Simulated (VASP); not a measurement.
BN (wurtzite type):

```
B N
1.0
     3.04869    0.00000    0.00000
    -1.52435    2.64025    0.00000
     0.00000    0.00000    4.96937
B N
2 2
Direct
  0.33333 0.66667 0.00000
  0.66667 0.33333 0.50000
  0.33333 0.66667 0.37600
  0.66667 0.33333 0.87600
```

| Property | Result |
| --- | --- |
| Program | VASP 6.6.1 |
| Task | relaxation of cell and atoms |
| Functional | PBE |
| Potentials or basis | VASP PAW PBE potentials, release 64 (B, N) |
| Cutoff | 600 eV |
| k mesh | 12 × 12 × 6 |
| Occupations | fermi-dirac, width 0.05 eV |
| Spin | no spin polarisation |

At the start: pressure -70.5 GPa; volume 10.00 Å³/atom.

Q: Where does the relaxation end?

A: Over 8 steps the energy falls by 1361.0 meV/atom and the volume is 5.97 Å³/atom (-40.3 %); space group P6_3mc (No. 186, to 0.1 Å) before and after.

The path:
| step | energy change (eV) | largest force (eV/Å) | pressure (GPa) | volume (Å³) |
| --- | --- | --- | --- | --- |
| 1 | 0.0000 | 0.0270 | -70.51 | 40.00 |
| 2 | -4.1848 | 0.3049 | 108.28 | 19.55 |
| 3 | -5.4420 | 0.0928 | -1.79 | 24.02 |
| 4 | -5.4417 | 0.1002 | 2.39 | 23.75 |
| 5 | -5.4422 | 0.1141 | -2.28 | 24.04 |
| 6 | -5.4441 | 0.0140 | -0.10 | 23.90 |
| 7 | -5.4441 | 0.0109 | 0.02 | 23.90 |
| 8 | -5.4441 | 0.0011 | -0.04 | 23.90 |

Final structure:
```
B N
1.0
     2.55546    0.00000    0.00000
    -1.27773    2.21309    0.00000
     0.00000    0.00000    4.22589
B N
2 2
Direct
  0.33333 0.66667 0.00069
  0.66667 0.33333 0.50069
  0.33333 0.66667 0.37531
  0.66667 0.33333 0.87531
```

Caveat: the volume moved by over 15 % at a fixed basis, so the end points are rough.
